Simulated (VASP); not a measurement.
The system is SnSe.

```
Sn Se
1.0
     0.00000    3.01000    3.01000
     3.01000    0.00000    3.01000
     3.01000    3.01000    0.00000
Sn Se
1 1
Cartesian
  0.0000 0.0000 0.0000
  3.0100 3.0100 3.0100
```

| Property | Result |
| --- | --- |
| Program | VASP 6.6.1 |
| Task | relaxation of cell and atoms |
| Functional | revPBE |
| Dispersion | D4 |
| Potentials or basis | VASP PAW PBE potentials, release 64 (Sn_d, Se) |
| Cutoff | 600 eV |
| k mesh | 8 × 8 × 8 |
| Occupations | fermi-dirac, width 0.05 eV |
| Spin | no spin polarisation |

At the start: pressure -1.5 GPa; volume 27.27 Å³/atom.

Q: Where does the relaxation end?

A: Over 3 steps the energy falls by 4.2 meV/atom and the volume is 26.41 Å³/atom (-3.2 %); space group Fm-3m (No. 225, to 0.05 Å).

The path:
| step | energy change (eV) | largest force (eV/Å) | pressure (GPa) | volume (Å³) |
| --- | --- | --- | --- | --- |
| 1 | 0.0000 | 0.0000 | -1.45 | 54.54 |
| 2 | -0.0082 | 0.0000 | 0.21 | 52.61 |
| 3 | -0.0083 | 0.0000 | 0.03 | 52.82 |

Final structure:
```cif
data_structure
_symmetry_space_group_name_H-M 'P 1'
_symmetry_Int_Tables_number 1
_cell_length_a 4.2114
_cell_length_b 4.2114
_cell_length_c 4.2114
_cell_angle_alpha 60.000
_cell_angle_beta 60.000
_cell_angle_gamma 60.000
_cell_volume 52.82
loop_
_atom_site_label
_atom_site_type_symbol
_atom_site_fract_x
_atom_site_fract_y
_atom_site_fract_z
_atom_site_occupancy
Sn1 Sn 0.00000 0.00000 0.00000 1
Se1 Se 0.50000 0.50000 0.50000 1
```

Caveat: the PAW data sets were made with another functional, which shifts forces and pressure a little.
